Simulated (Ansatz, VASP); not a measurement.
## Si3N4 in VASP and in Ansatz

The input POSCAR:

```
Si3N4
1.0
    7.6018000000      0.0000000000      0.0000000000
   -3.8009000000      6.5833519145      0.0000000000
    0.0000000000      0.0000000000      2.9066000000
Si N
6 8
Direct
    0.1737011125      0.7675524893      0.2500000000
    0.4061486232      0.1737011125      0.7500000000
    0.2324475107      0.4061486232      0.2500000000
    0.8262988875      0.2324475107      0.7500000000
    0.5938513768      0.8262988875      0.2500000000
    0.7675524893      0.5938513768      0.7500000000
    0.3333333333      0.6666666667      0.2500000000
    0.6666666667      0.3333333333      0.7500000000
    0.3297003483      0.0295951159      0.2500000000
    0.3001052325      0.3297003483      0.7500000000
    0.9704048841      0.3001052325      0.2500000000
    0.6702996517      0.9704048841      0.7500000000
    0.6998947675      0.6702996517      0.2500000000
    0.0295951159      0.6998947675      0.7500000000
```

INCAR.step1

```
ALGO     = Normal         # electronic algorithm
EDIFF    = 1E-4           # SCF threshold, eV
ENCUT    = 520            # plane-wave cutoff, eV
GGA      = PE             # functional
ISMEAR   = -1             # smearing method
LASPH    = True           # aspherical terms in the spheres
LCHARG   = False          # write CHGCAR
LREAL    = False          # projectors in reciprocal space
LWAVE    = True           # write WAVECAR
NBANDS   = 45             # bands
NELM     = 100            # most SCF steps
PREC     = Accurate       # precision mode
SIGMA    = 0.02           # smearing width, eV
```

INCAR.step2

```
ALGO     = Normal         # electronic algorithm
EDIFF    = 1E-8           # SCF threshold, eV
ENCUT    = 520            # plane-wave cutoff, eV
ISIF     = 2              # what is computed and relaxed
ISMEAR   = -1             # smearing method
ISTART   = 1            
LASPH    = True           # aspherical terms in the spheres
LCHARG   = False          # write CHGCAR
LEFG     = True         
LMIXTAU  = True         
LREAL    = False          # projectors in reciprocal space
LWAVE    = False          # write WAVECAR
METAGGA  = R2SCAN         # meta-GGA
NBANDS   = 45             # bands
NELM     = 100            # most SCF steps
PREC     = Accurate       # precision mode
SIGMA    = 0.02           # smearing width, eV
```

The input KPOINTS:

```
k-points
0
Gamma
  4 4 10
```

Input for Ansatz:

```yaml
crystal:
  lattice:
    - [7.6018, 0.0, 0.0]
    - [-3.8009, 6.5833519145, 0.0]
    - [0.0, 0.0, 2.9066]
  atoms:
    - { symbol: Si, position: [0.1737011125, 0.7675524893, 0.25] }
    - { symbol: Si, position: [0.4061486232, 0.1737011125, 0.75] }
    - { symbol: Si, position: [0.2324475107, 0.4061486232, 0.25] }
    - { symbol: Si, position: [0.8262988875, 0.2324475107, 0.75] }
    - { symbol: Si, position: [0.5938513768, 0.8262988875, 0.25] }
    - { symbol: Si, position: [0.7675524893, 0.5938513768, 0.75] }
    - { symbol: "N", position: [0.3333333333, 0.6666666667, 0.25] }
    - { symbol: "N", position: [0.6666666667, 0.3333333333, 0.75] }
    - { symbol: "N", position: [0.3297003483, 0.0295951159, 0.25] }
    - { symbol: "N", position: [0.3001052325, 0.3297003483, 0.75] }
    - { symbol: "N", position: [0.9704048841, 0.3001052325, 0.25] }
    - { symbol: "N", position: [0.6702996517, 0.9704048841, 0.75] }
    - { symbol: "N", position: [0.6998947675, 0.6702996517, 0.25] }
    - { symbol: "N", position: [0.0295951159, 0.6998947675, 0.75] }
kpoints:
  mp_grid: { grid: [4, 4, 10] }
scf:
  occupations: { method: fermi_dirac, width: 0.02 }
hamiltonian:
  xc: r2scan
  pseudopotentials: { kind: paw, frozen_core: stored }
output:
  forces: true
  stress: true
  populations: true
  efg: { quadrupole_moments_barn: { "N": 0.02044 } }
  write_density: true
  write_potential: true
  elf: true
  volumetric_format: npy
```

Alike in both runs: task electric field gradients; functional r2SCAN; k mesh 4 × 4 × 10; occupations fermi-dirac, width 0.02 eV; no spin polarisation.

|  | VASP | Ansatz |
| --- | --- | --- |
| version | VASP 6.6.1 | Ansatz 0.2.0 |
| potentials or method | VASP PAW PBE potentials, release 64 (Si, N) | plane-wave PAW, scalar-relativistic |
| plane-wave cutoff (eV) | 520 | 500 |
| valence electrons in the cell | 64 | 64 |

```csv
,VASP,Ansatz,Ansatz less VASP
gap on the k mesh at the Fermi level (eV),4.99,4.99,+0.001
pressure (GPa),-0.2,-0.4,-0.22
"traceless stress, the component that is largest in VASP (GPa)",-0.33,-0.33,+0.009
rms of the force components (eV/Å),0.025,0.026,+0.0011
size of Vzz on the site where it differs most (V/Å²),46.2,51.7,+5.47
```

VASP's potentials were made for PBE, not for r2SCAN. Atom by atom the forces differ by 0.001 eV/Å (rms over components).
